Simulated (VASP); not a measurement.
# HgSe (w002) (F-43m) in VASP: a series of runs

HgSe (w002) is run at these levels: PBE; tasks: single point, relaxation of cell and atoms.

Program: VASP 6.6.1. These are calculated values, not measurements. Logs are shortened: lines on timing, memory, paths and dates and some standing lists are left out, and cuts for length are marked.

## 1. The cell of the first run

Symmetry: F-43m, No. 216, cubic system. The conventional cell has a = 6.260 Å, b = 6.260 Å, c = 6.260 Å, α = 90.00°, β = 90.00°, γ = 90.00°. Within 3.6 Å of Hg (site symmetry -43m) lie 4 Se at 2.71 Å. Within 3.6 Å of Se (site symmetry -43m) lie 4 Hg at 2.71 Å.

## 2. Single point, PBE

The input, INCAR:

```
SYSTEM = HgSe
PREC = Accurate
ENCUT = 500
EDIFF = 1E-6
ISMEAR = 0
SIGMA = 0.03
LREAL = .False.
LASPH = .True.
NELM = 120
ALGO = Normal
ISIF = 2
LWAVE = .False.
LCHARG = .False.
GGA = PE
NBANDS = 16
GGA_COMPAT = .False.
```

The input, KPOINTS:

```
Automatic mesh
0
Gamma
  16 16 16
  0 0 0
```

The input, POSCAR:

```
HgSe
1.0
    0.0000000000      3.1301066918      3.1301066918
    3.1301066918      0.0000000000      3.1301066918
    3.1301066918      3.1301066918      0.0000000000
Hg Se
1 1
Direct
    0.0000000000      0.0000000000      0.0000000000
    0.2500000000      0.2500000000      0.2500000000
```

Potentials or basis: VASP PAW PBE potentials, release 64 (Hg, Se).

The run is started by

```console
cat potpaw_PBE.64/Hg/POTCAR potpaw_PBE.64/Se/POTCAR > POTCAR
mpirun -np 1 vasp_std > vasp.out
```

OUTCAR:

```text
SYSTEM = HgSe
   PREC = Accurate
   ENCUT = 500
   EDIFF = 1E-6
   ISMEAR = 0
   LREAL = .False.
   LASPH = .True.
   NELM = 120
   ISIF = 2
   GGA = PE

 ion  position               nearest neighbor table
   1  0.000  0.000  0.000-   2 2.71   2 2.71   2 2.71   2 2.71
   2  0.250  0.250  0.250-   1 2.71   1 2.71   1 2.71   1 2.71

  LATTYP: Found a face centered cubic cell.
 ALAT       =     6.2602133836

  Lattice vectors:

 A1 = (   0.0000000000,   3.1301066918,   3.1301066918)
 A2 = (   3.1301066918,   0.0000000000,   3.1301066918)
 A3 = (   3.1301066918,   3.1301066918,   0.0000000000)

Analysis of symmetry for initial positions (statically):
=====================================================================
 Subroutine PRICEL returns:
 Original cell was already a primitive cell.

 Routine SETGRP: Setting up the symmetry group for a
 face centered cubic supercell.

 Subroutine GETGRP returns: Found 24 space group operations
 (whereof 24 operations were pure point group operations)
 out of a pool of 48 trial point group operations.

The static configuration has the point symmetry T_d .

Analysis of symmetry for dynamics (positions and initial velocities):
=====================================================================
 Subroutine PRICEL returns:
 Original cell was already a primitive cell.

 Routine SETGRP: Setting up the symmetry group for a
 face centered cubic supercell.

 Subroutine GETGRP returns: Found 24 space group operations
 (whereof 24 operations were pure point group operations)
 out of a pool of 48 trial point group operations.

The dynamic configuration has the point symmetry T_d .

 Subroutine INISYM returns: Found 24 space group operations
 (whereof 24 operations are pure point group operations),
 and found     1 'primitive' translations

----------------------------------------------------------------------------------------

                                     Primitive cell

  volume of cell :      61.3349

  direct lattice vectors                    reciprocal lattice vectors
     0.000000000  3.130106692  3.130106692    -0.159738964  0.159738964  0.159738964
     3.130106692  0.000000000  3.130106692     0.159738964 -0.159738964  0.159738964
     3.130106692  3.130106692  0.000000000     0.159738964  0.159738964 -0.159738964

  length of vectors
     4.426639335  4.426639335  4.426639335     0.276676002  0.276676002  0.276676002

  position of ions in fractional coordinates (direct lattice)
     0.000000000  0.000000000  0.000000000
     0.250000000  0.250000000  0.250000000

  ion indices of the primitive-cell ions
   primitive index   ion index
                 1           1
                 2           2

----------------------------------------------------------------------------------------

 KPOINTS: Automatic mesh

Automatic generation of k-mesh.
 Grid dimensions read from file:
 generate k-points for:   16   16   16

 Generating k-lattice:

  Cartesian coordinates                     Fractional coordinates (reciprocal lattice)
    -0.009983685  0.009983685  0.009983685     0.062500000  0.000000000  0.000000000
     0.009983685 -0.009983685  0.009983685     0.000000000  0.062500000  0.000000000
     0.009983685  0.009983685 -0.009983685     0.000000000  0.000000000  0.062500000

  Length of vectors
     0.017292250  0.017292250  0.017292250

  Shift w.r.t. Gamma in fractional coordinates (k-lattice)
     0.000000000  0.000000000  0.000000000

 Subroutine IBZKPT returns following result:
 ===========================================

 Found    145 irreducible k-points:

 Following reciprocal coordinates:
            Coordinates               Weight
  0.000000  0.000000  0.000000      1.000000
  0.062500  0.000000  0.000000      8.000000
  0.125000  0.000000  0.000000      8.000000
  0.187500  0.000000  0.000000      8.000000
  0.250000  0.000000  0.000000      8.000000
  0.312500  0.000000  0.000000      8.000000
[... 16 lines left out ...]
 -0.125000  0.062500  0.000000     24.000000
 -0.062500  0.062500  0.000000     12.000000
 [... further k-points ...]
   k-points           NKPTS =    145   k-points in BZ     NKDIM =    145   number of bands    NBANDS=     16
   number of dos      NEDOS =    301   number of ions     NIONS =      2
   total plane-waves  NPLWV =  32768
   dimension x,y,z NGX =    32 NGY =   32 NGZ =   32
   dimension x,y,z NGXF=    64 NGYF=   64 NGZF=   64
   ions per type =               1   1
   NGX,Y,Z   is equivalent  to a cutoff of  12.02, 12.02, 12.02 a.u.
   NGXF,Y,Z  is equivalent  to a cutoff of  24.04, 24.04, 24.04 a.u.
 SYSTEM =  HgSe
   PREC   = accura    normal or accurate (medium, high low for compatibility)
   ISTART =      0    job   : 0-new  1-cont  2-samecut
   ICHARG =      2    charge: 1-file 2-atom 10-const
   ISPIN  =      1    spin polarized calculation?
   LNONCOLLINEAR =      F non collinear calculations
   LSORBIT =      F    spin-orbit coupling
   LASPH  =      T    aspherical Exc in radial PAW
   ENCUT  =  500.0 eV  36.75 Ry    6.06 a.u.   8.07  8.07  8.07*2*pi/ulx,y,z
   NELM   =    120;   NELMIN=  2; NELMDL= -5     # of ELM steps
   EDIFF  = 0.1E-05   stopping-criterion for ELM
   LREAL  =      F    real-space projection
   EDIFFG = 0.1E-04   stopping-criterion for IOM
   NSW    =      0    number of steps for IOM
   IBRION =     -1    ionic relax: 0-MD 1-quasi-New 2-CG
   NFREE  =      0    steps in history (QN), initial steepest desc. (CG)
   ISIF   =      2    stress and relaxation
   ISYM   =      2    0-nonsym 1-usesym 2-fastsym
   POTIM  = 0.5000    time-step for ionic-motion
   TEBEG  =    0.0;   TEEND  =   0.0 temperature during run
   PSTRESS=    0.0 pullay stress
   NELECT =      18.0000    total number of electrons
   NUPDOWN=      -1.0000    fix difference up-down
   EMIN   =  10.00;   EMAX   =-10.00  energy-range for DOS
   EFERMI =   0.00;   METHOD = LEGACY
   ISMEAR =     0;   SIGMA  =   0.03  broadening in eV -4-tet -1-fermi 0-gaus
   EFERMI_NEDOS =   21; number of points for ismear=-14 and -15
   IALGO  =     38    algorithm
   IMIX   =      4    mixing-type and parameters
     AMIX     =   0.40;   BMIX     =  1.00
     AMIX_MAG =   1.60;   BMIX_MAG =  1.00
  volume/ion in A,a.u.               =      30.67       206.95
  Fermi-wavevector in a.u.,A,eV,Ry     =   1.087919  2.055869 16.103414  1.183568
  Thomas-Fermi vector in A             =   2.224089
   LORBIT       =      0    0 simple, 1 ext, 2 COOP (PROOUT), +10 PAW based schemes
   GGA     = PE    functional components
   LHFCALC =     F    Hartree Fock is set to
   AEXX    =    0.0000 exact exchange contribution
   IVDW    =     0    specifies the selected vdW correction
   LEPSILON=     F    determine dielectric tensor
   LRPA    =     F    only Hartree local field effects (RPA)
 non-spin polarized calculation
 Gauss-broadening in eV      SIGMA  =   0.03
  energy-cutoff  :      500.00
  volume of cell :       61.33
 maximum number of plane-waves:      1588
   NGX = 17   NGY = 17   NGZ = 17

 number of electron      17.9999997 magnetization

 Free energy of the ion-electron system (eV)
  ---------------------------------------------------
  ext. energy  EPLUGINS =         0.00000000
  ---------------------------------------------------
  free energy    TOTEN  =        -4.08915663 eV

  energy without entropy =       -4.08914079  energy(sigma->0) =       -4.08914871

 E-fermi :   0.9653     XC(G=0):  -8.6469

 val. band max:        0.9520700128   @ k =   0.0000   0.0000   0.0000
 cond. band min:       1.1583423166   @ k =   0.0625   0.0000   0.0000
 fundamental gap:      0.2062723038
 Fermi energy:         0.9653466972

 k-point     1 :       0.0000    0.0000    0.0000
  band No.  band energies     occupation
      1     -11.9363      2.00000
      2      -5.7337      2.00000
      3      -5.7337      2.00000
      4      -5.7337      2.00000
      5      -5.1298      2.00000
      6      -5.1298      2.00000
[... 8 lines left out ...]
     15      12.1046      0.00000
     16      12.1046      0.00000

 k-point     2 :       0.0625    0.0000    0.0000
  band No.  band energies     occupation
      1     -11.9223      2.00000
      2      -5.7270      2.00000
      3      -5.7270      2.00000
      4      -5.7266      2.00000
      5      -5.1304      2.00000
      6      -5.1304      2.00000
[... 8 lines left out ...]
     15      11.7574      0.00000
     16      11.7574      0.00000

 k-point     3 :       0.1250    0.0000    0.0000
  band No.  band energies     occupation
      1     -11.8822      2.00000
      2      -5.7084      2.00000
      3      -5.7084      2.00000
      4      -5.7020      2.00000
      5      -5.1314      2.00000
      6      -5.1314      2.00000
[... 8 lines left out ...]
     15      11.3368      0.00000
     16      11.3368      0.00000

 k-point     4 :       0.1875    0.0000    0.0000
  band No.  band energies     occupation
      1     -11.8212      2.00000
      2      -5.6817      2.00000
      3      -5.6817      2.00000
      4      -5.6515      2.00000
      5      -5.1310      2.00000
      6      -5.1310      2.00000
[... 8 lines left out ...]
     15      11.0813      0.00000
     16      11.0813      0.00000
[... 324 lines left out ...]
 k-point    22 :      -0.1875    0.0625    0.0000
  band No.  band energies     occupation
      1     -11.7874      2.00000
      2      -5.6729      2.00000
      3      -5.6602      2.00000
      4      -5.6191      2.00000
      5      -5.1414      2.00000
      6      -5.1187      2.00000
[... 8 lines left out ...]
     15      10.7553      0.00000
     16      11.4084      0.00000

 k-point    23 :      -0.1250    0.0625    0.0000
  band No.  band energies     occupation
      1     -11.8525      2.00000
      2      -5.7002      2.00000
      3      -5.6930      2.00000
      4      -5.6774      2.00000
      5      -5.1398      2.00000
      6      -5.1237      2.00000
[... 8 lines left out ...]
     15      10.8763      0.00000
     16      11.2874      0.00000

 k-point    24 :      -0.0625    0.0625    0.0000
  band No.  band energies     occupation
      1     -11.8996      2.00000
      2      -5.7196      2.00000
      3      -5.7179      2.00000
      4      -5.7089      2.00000
      5      -5.1353      2.00000
      6      -5.1270      2.00000
[... 8 lines left out ...]
     15      11.2555      0.00000
     16      11.5668      0.00000

 [... further k-points ...]
[... 5 lines left out ...]
  --------------------------------------------------------------------------------------
  -------------------------------------------------------------------------------------
  Total        0.0692080      0.0692080      0.0692080      0.0000000      0.0000000     -0.0000000
  in kB        1.8078372      1.8078372      1.8078372      0.0000000      0.0000000     -0.0000000
  external PRESSURE =       1.8078372 kB  Pullay stress =       0.0000000 kB

 VOLUME and BASIS-vectors are now :
 -----------------------------------------------------------------------------
  energy-cutoff  :      500.00
  volume of cell :       61.33
      direct lattice vectors                 reciprocal lattice vectors
     0.000000000  3.130106692  3.130106692    -0.159738964  0.159738964  0.159738964
     3.130106692  0.000000000  3.130106692     0.159738964 -0.159738964  0.159738964
     3.130106692  3.130106692  0.000000000     0.159738964  0.159738964 -0.159738964

 POSITION                                       TOTAL-FORCE (eV/Angst)
 -----------------------------------------------------------------------------------
      0.00000      0.00000      0.00000         0.000000      0.000000      0.000000
      1.56505      1.56505      1.56505        -0.000000     -0.000000     -0.000000
 -----------------------------------------------------------------------------------
    total drift:                               -0.000000     -0.000000     -0.000000

  FREE ENERGIE OF THE ION-ELECTRON SYSTEM (eV)
  ---------------------------------------------------
  free  energy   TOTEN  =        -4.0891566251 eV

  energy  without entropy=       -4.0891407905  energy(sigma->0) =       -4.08914871
```

Run time: 81 s. Hardware: 1 thread of Intel Xeon Platinum 8259CL at 2.50GHz (Skylake/Cascade Lake), shared host; peak memory 0.28 GiB.

Results:

| Item | Value |
| --- | --- |
| Free energy | -4.0892 eV |
| Pressure | 0.2 GPa |
| Band gap on the k mesh | zero (filled and empty bands touch) |

Caveat: spin-orbit coupling is left out, which moves the levels of the heavy elements.

## 3. Relaxation of cell and atoms, PBE

This run uses another cell than the first one, of 28.07 Å³/atom, 0.915 times its volume.

The input, INCAR:

```
SYSTEM = HgSe
ALGO = Normal ; EDIFF = 1E-7
EDIFFG = -0.002 ; ENCUT = 500
GGA = PE ; GGA_COMPAT = .FALSE.
IBRION = 2 ; ISIF = 3
ISMEAR = 0 ; LASPH = .TRUE.
LCHARG = .FALSE. ; LREAL = .FALSE.
LWAVE = .FALSE. ; NELM = 120
NELMIN = 4 ; NSW = 100
PREC = Accurate ; SIGMA = 0.03
```

The input, KPOINTS:

```
k-points
0
G
  16 16 16
  0 0 0
```

The input, POSCAR:

```
HgSe
1.0
    0.0000000000      3.0390000000      3.0390000000
    3.0390000000      0.0000000000      3.0390000000
    3.0390000000      3.0390000000      0.0000000000
Hg Se
1 1
Direct
    0.0000000000      0.0000000000      0.0000000000
    0.2500000000      0.2500000000      0.2500000000
```

Potentials or basis: VASP PAW PBE potentials, release 64 (Hg, Se).

The run is started by

```console
cat potpaw_PBE.64/Hg/POTCAR potpaw_PBE.64/Se/POTCAR > POTCAR
mpirun -np 1 vasp_std > vasp.out
```

Wall time 4.5 min (1 thread of Intel Xeon Platinum 8259CL at 2.50GHz (Skylake/Cascade Lake), shared host); peak memory 0.27 GiB.

Results (log left out):

```yaml
Free_energy: -4.0882 eV
Relaxed_volume: 30.81 Å³/atom
Relaxed_cell: a = 4.433 Å, b = 4.433 Å, c = 4.433 Å, α = 60.00°, β = 60.00°, γ = 60.00°
Space_group_after_relaxing_to_0.05_Å: F-43m (No. 216)
Energy_gained_by_relaxing: 39.1 meV/atom
Ionic_steps: 5
Pressure_after_relaxing: 0.0 GPa
Band_gap_on_the_k_mesh: zero (filled and empty bands touch)
```

The path:
```csv
step,energy change (eV),largest force (eV/Å),pressure (GPa),volume (Å³)
1,0.0000,0.0000,5.01,56.13
2,-0.0705,0.0000,-1.22,63.57
3,-0.0781,0.0000,0.02,61.60
4,-0.0781,0.0000,-0.06,61.71
5,-0.0781,0.0000,0.01,61.61
```

Final structure:
```
CELL_PARAMETERS angstrom
0.00000 3.13484 3.13484
3.13484 0.00000 3.13484
3.13484 3.13484 0.00000
ATOMIC_POSITIONS crystal
Hg 0.00000 0.00000 0.00000
Se 0.25000 0.25000 0.25000
```

Levels at points of the mesh, in eV from the Fermi level:
| k point | band 7 | band 8 | band 9 | band 10 | band 11 | band 12 |
| --- | --- | --- | --- | --- | --- | --- |
| (0.00, 0.00, 0.00) | -1.06 | -0.01 | -0.01 | -0.01 | 5.58 | 5.58 |
| (0.50, 0.00, 0.00) | -4.92 | -0.82 | -0.82 | 1.08 | 6.27 | 6.27 |
| (0.50, 0.50, 0.00) | -4.67 | -1.95 | -1.95 | 2.67 | 3.19 | 8.26 |

Caveat: spin-orbit coupling is left out, which moves the levels of the heavy elements.

## 4. Single point, PBE

The input, INCAR:

```
SYSTEM = HgSe
PREC = Accurate
ENCUT = 500
EDIFF = 1E-6
ISMEAR = 0
SIGMA = 0.03
LREAL = .FALSE.
LASPH = .TRUE.
NELM = 120
ALGO = Normal
ISIF = 2
LWAVE = .FALSE.
LCHARG = .FALSE.
GGA = PE
NBANDS = 16
GGA_COMPAT = .FALSE.
```

The input, KPOINTS:

```
regular mesh
0
G
  16 16 16
  0 0 0
```

The input, POSCAR:

```
HgSe
1.0
    0.0000000000      3.1301066918      3.1301066918
    3.1301066918      0.0000000000      3.1301066918
    3.1301066918      3.1301066918      0.0000000000
Hg Se
1 1
Direct
    0.0000000000      0.0000000000      0.0000000000
    0.2500000000      0.2500000000      0.2500000000
```

The run is started by

```console
cat potpaw_PBE.64/Hg/POTCAR potpaw_PBE.64/Se/POTCAR > POTCAR
mpirun -np 1 vasp_std > vasp.out
```

Run time: 97 s. Hardware: 1 thread of Intel Xeon Platinum 8259CL at 2.50GHz (Skylake/Cascade Lake), shared host; peak memory 0.28 GiB.

The run converged. Its results:

```yaml
Free_energy: -4.0892 eV
Pressure: 0.2 GPa
Band_gap_on_the_k_mesh: zero (filled and empty bands touch)
```

Levels at points of the mesh, in eV from the Fermi level:
| k point | band 6 | band 7 | band 8 | band 9 | band 10 | band 11 | band 12 | band 13 |
| --- | --- | --- | --- | --- | --- | --- | --- | --- |
| (0.00, 0.00, 0.00) | -6.10 | -1.06 | -0.01 | -0.01 | -0.01 | 5.58 | 5.58 | 5.58 |
| (0.50, 0.00, 0.00) | -5.84 | -4.95 | -0.83 | -0.83 | 1.08 | 6.27 | 6.27 | 6.79 |
| (0.50, 0.50, 0.00) | -5.80 | -4.69 | -1.96 | -1.96 | 2.67 | 3.18 | 8.27 | 9.42 |

Caveat: spin-orbit coupling is left out, which moves the levels of the heavy elements.

## 5. Relaxation of cell and atoms, PBE

The input, INCAR:

```
PREC = Accurate
ENCUT = 500
EDIFF = 1E-7
ISMEAR = 0
SIGMA = 0.03
LREAL = F
LASPH = T
NELM = 120
ALGO = Normal
ISIF = 3
LWAVE = F
LCHARG = F
GGA = PE
IBRION = 2
NSW = 100
EDIFFG = -0.002
GGA_COMPAT = F
NELMIN = 4
```

The input, KPOINTS:

```
regular mesh
0
Gamma
  16 16 16
```

POSCAR is that of step 4.

The run is started by

```console
cat potpaw_PBE.64/Hg/POTCAR potpaw_PBE.64/Se/POTCAR > POTCAR
mpirun -np 1 vasp_std > vasp.out
```

Run time: 2.6 min. Hardware: 1 thread of Intel Xeon Platinum 8259CL at 2.50GHz (Skylake/Cascade Lake), shared host; peak memory 0.28 GiB.

It converged, with:

* Free energy: -4.0893 eV
* Relaxed volume: 30.80 Å³/atom
* Relaxed cell: a = 4.433 Å, b = 4.433 Å, c = 4.433 Å, α = 60.00°, β = 60.00°, γ = 60.00°
* Space group after relaxing (to 0.05 Å): F-43m (No. 216)
* Energy gained by relaxing: 0.1 meV/atom
* Ionic steps: 3
* Pressure after relaxing: 0.0 GPa
* Band gap on the k mesh: zero (filled and empty bands touch)

Step by step:
```tsv
step	energy change (eV)	largest force (eV/Å)	pressure (GPa)	volume (Å³)
1	0.0000	0.0000	0.19	61.33
2	-0.0001	0.0000	-0.04	61.66
3	-0.0002	0.0000	0.00	61.60
```

Final structure:
```xyz
2
Lattice="0.0000 3.1346 3.1346 3.1346 0.0000 3.1346 3.1346 3.1346 0.0000" Properties=species:S:1:pos:R:3 pbc="T T T"
Hg    0.0000    0.0000    0.0000
Se    1.5673    1.5673    1.5673
```

Levels at points of the mesh, in eV from the Fermi level:
```tsv
k point	band 7	band 8	band 9	band 10	band 11	band 12
(0.00, 0.00, 0.00)	-1.06	-0.01	-0.01	-0.01	5.58	5.58
(0.50, 0.00, 0.00)	-4.92	-0.82	-0.82	1.08	6.27	6.27
(0.50, 0.50, 0.00)	-4.67	-1.95	-1.95	2.67	3.19	8.26
```

Caveat: spin-orbit coupling is left out, which moves the levels of the heavy elements.

## 6. Summary

```csv
task,cell,gap on the mesh (eV),pressure (GPa),relaxed volume (Å³/atom)
single point,"a = 4.427 Å, angles 60.0°, 2 atoms",none,0.2,-
relaxation of cell and atoms,"relaxed from a = 4.298 Å, angles 60.0°, 2 atoms",none,0.0,30.81
relaxation of cell and atoms,"relaxed from a = 4.427 Å, angles 60.0°, 2 atoms",none,0.0,30.80
```

Alike in all rows: level PBE; potentials or basis VASP PAW PBE potentials, release 64 (Hg, Se); no spin polarisation; k mesh 16 × 16 × 16; cutoff (eV) 500; smearing gaussian 0.03 eV.

Caveats: spin-orbit coupling is left out, which moves the levels of the heavy elements.

Total energies depend on the potentials used, so only differences within one code and one set of settings carry meaning.
